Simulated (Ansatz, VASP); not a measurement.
BN: VASP beside Ansatz

```
CELL_PARAMETERS angstrom
0.00000 1.80750 1.84365
1.80750 0.00000 1.84365
1.80750 1.80750 0.00000
ATOMIC_POSITIONS crystal
B 0.00000 0.00000 0.00000
N 0.75000 0.75000 0.75000
```

Change from the starting cell: zz strain of +2 %.

Alike in both runs: task single point; functional PBE; k mesh 13 × 13 × 13; occupations fermi-dirac, width 0.03 eV; no spin polarisation.

|  | VASP | Ansatz |
| --- | --- | --- |
| version | VASP 6.6.1 | Ansatz 0.2.0 |
| potentials or method | VASP PAW PBE potentials, release 64 (B, N), cutoff 520 eV | all-electron LAPW, scalar-relativistic |

```tsv
	VASP	Ansatz	Ansatz less VASP
gap on the k mesh at the Fermi level (eV)	4.34	4.35	+0.008
pressure (GPa)	-4.1	-4.3	-0.21
traceless stress, the component that is largest in VASP (GPa)	-8.19	-8.20	-0.006
```

Ansatz ran all-electron here, and VASP with PAW potentials.
